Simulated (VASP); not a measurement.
NiMoIrPdW:

```
Ni Mo Pd Ir W
1.0
     4.11705    0.00000    0.00000
    -2.05853    3.56547    0.00000
     0.00000    0.00000    5.44580
Ni Mo Pd Ir W
1 1 1 1 1
Cartesian
  0.0000 0.0000 5.2157
  2.0585 1.1885 5.2367
  2.0585 1.1885 2.5211
  0.0000 2.3770 3.9521
  0.0000 2.3770 1.2875
```

Base run:

- Program: VASP 6.6.1
- Functional: RPBE
- Potentials or basis: VASP PAW PBE potentials, release 64 (Ni, Mo_sv, Pd, Ir, W_sv)
- Cutoff: 520 eV
- k mesh: 6 × 6 × 4
- Occupations: fermi-dirac, width 0.05 eV
- Spin: collinear spin, ferromagnetic start
- Starting moments: [1.0, 1.0, 0.0, 0.6, 0.0] μB

Its results: pressure 3.9 GPa; net moment 0.00 μB per cell; largest force 0.194 eV/Å.

Question: The run is repeated on the same cell with these changes: functional from RPBE to revPBE; k mesh from 6 × 6 × 4 to 8 × 8 × 5. What comes out?

Answer: Pressure 2.8 GPa; net moment 0.00 μB per cell; largest force 0.055 eV/Å.

Several settings changed at once.

Caveats: the moments typed at the start vanished in this run; the PAW data sets were made with another functional, which shifts forces and pressure a little; the cell stands under pressure (at least some runs).
